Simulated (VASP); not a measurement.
The system is SnSe2.

```xyz
3
Lattice="3.8326 0.0000 0.0000 -1.9163 3.3192 0.0000 0.0000 0.0000 6.9175" Properties=species:S:1:pos:R:3 pbc="T T T"
Sn    0.0000    0.0000    0.0000
Se    0.0000    2.2128    1.5782
Se    1.9163    1.1064    5.3393
```

* Program: VASP 6.6.1
* Task: relaxation of shape and atoms at fixed volume
* Functional: PBE
* Potentials or basis: VASP PAW PBE potentials, release 64 (Sn_d, Se)
* Cutoff: 600 eV
* k mesh: 12 × 12 × 4
* Occupations: gaussian, width 0.02 eV
* Spin: no spin polarisation

At the start: pressure 1.8 GPa; volume 29.33 Å³/atom.

**Question.** Where does the relaxation end?

**Answer.** Over 7 steps the energy falls by 4.8 meV/atom; space group P-3m1 (No. 164, to 0.1 Å) before and after.

Step by step:
```tsv
step	energy change (eV)	largest force (eV/Å)	pressure (GPa)	volume (Å³)
1	0.0000	0.2867	1.79	88.00
2	-0.0063	0.1590	1.33	88.00
3	-0.0094	0.0322	0.65	88.00
4	-0.0131	0.0253	0.35	88.00
5	-0.0143	0.0193	0.07	88.00
6	-0.0143	0.0191	0.06	88.00
7	-0.0144	0.0018	0.12	88.00
```

Final structure:
```cif
data_structure
_symmetry_space_group_name_H-M 'P 1'
_symmetry_Int_Tables_number 1
_cell_length_a 3.8712
_cell_length_b 3.8712
_cell_length_c 6.7805
_cell_angle_alpha 90.000
_cell_angle_beta 90.000
_cell_angle_gamma 120.000
_cell_volume 88.00
loop_
_atom_site_label
_atom_site_type_symbol
_atom_site_fract_x
_atom_site_fract_y
_atom_site_fract_z
_atom_site_occupancy
Sn1 Sn 0.00000 0.00000 0.00000 1
Se1 Se 0.33333 0.66667 0.23537 1
Se2 Se 0.66667 0.33333 0.76463 1
```

Caveat: this functional lacks dispersion, which binds the layers, so the pressure and a relaxed spacing across them are unreliable.
